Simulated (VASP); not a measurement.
ZnS:

```xyz
2
Lattice="0.0000 2.7215 2.7215 2.7215 0.0000 2.7215 2.7215 2.7215 0.0000" Properties=species:S:1:pos:R:3 pbc="T T T"
Zn    1.3607    1.3607    1.3607
S     0.0000    0.0000    0.0000
```

```yaml
Program: VASP 6.6.1
Task: relaxation of cell and atoms
Functional: PBE
Dispersion: D3(BJ)
Potentials_or_basis: VASP PAW PBE potentials, release 64 (Zn, S)
Cutoff: 600 eV
k_mesh: 10 × 10 × 10
Occupations: gaussian, width 0.02 eV
Spin: no spin polarisation
```

At the start: pressure -2.5 GPa; volume 20.16 Å³/atom.

Question: How do energy, volume and symmetry change on relaxing?

Answer: Over 5 steps the energy falls by 5.6 meV/atom and the volume is 19.48 Å³/atom (-3.4 %); space group F-43m (No. 216, to 0.05 Å).

The path:
```tsv
step	energy change (eV)	largest force (eV/Å)	pressure (GPa)	volume (Å³)
1	0.0000	0.0000	-2.49	40.31
2	-0.0101	0.0000	0.91	38.51
3	-0.0112	0.0000	-0.10	38.93
4	-0.0112	0.0000	0.10	38.89
5	-0.0111	0.0000	-0.03	38.96
```

Final structure:
```
Zn S
1.0
     0.00000    2.69060    2.69060
     2.69060    0.00000    2.69060
     2.69060    2.69060    0.00000
Zn S
1 1
Direct
  0.25000 0.25000 0.25000
  0.00000 0.00000 0.00000
```
